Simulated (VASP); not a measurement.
Set up this calculation in VASP 6.6.1, as the native input.

- Task: single point
- Functional: PBEsol
- Dispersion: D3(BJ)
- Potentials or basis: VASP PAW PBE potentials, release 64 (Li_sv)
- Cutoff: 520 eV
- k mesh: 5 × 5 × 7
- Occupations: methfessel-paxton, width 0.1 eV
- Spin: no spin polarisation
- Dipole correction: no
- Further INCAR settings: ALGO = Normal; EDIFF = 1e-07; NBANDS = 12

The structure of Li lies in POSCAR:

```
Li
1.0
    4.9195300000     -0.0140600000      0.0522700000
   -2.4719400000      4.3388300000     -0.0110300000
    0.0305100000      0.0101800000      2.8498100000
Li
3
Direct
    0.9962181528      0.9929633431      0.9878413384
    0.6600100000      0.3333333333      0.4808300000
    0.3280000000      0.6520300000      0.4962800000
```

These files were run (other wordings do the same):

INCAR

```
PREC = Accurate
ENCUT = 520
EDIFF = 1E-7
ISMEAR = 1
SIGMA = 0.1
LREAL = False
LASPH = True
NELM = 100
ALGO = Normal
ISIF = 2
LWAVE = False
LCHARG = True
GGA = PS
IVDW = 12
LELF = True
LVHAR = True
NBANDS = 12
```

KPOINTS

```
regular mesh
0
Gamma
  5 5 7
```

Potentials or basis: VASP PAW PBE potentials, release 64 (Li_sv).

Run with:

```sh
$ cat potpaw_PBE.64/Li_sv/POTCAR > POTCAR
$ mpirun -np 1 vasp_std > vasp.out
```

Results of the run:

```json
{
  "Largest force": "0.091 eV/Å",
  "Dispersion energy per atom": "-0.149 eV"
}
```

Caveat: the PAW data sets were made with another functional, which shifts forces and pressure a little.

It took 24 s on 1 thread of Intel(R) Xeon(R) 6975P-C (Granite Rapids) (shared host), peak memory 0.2 GiB.
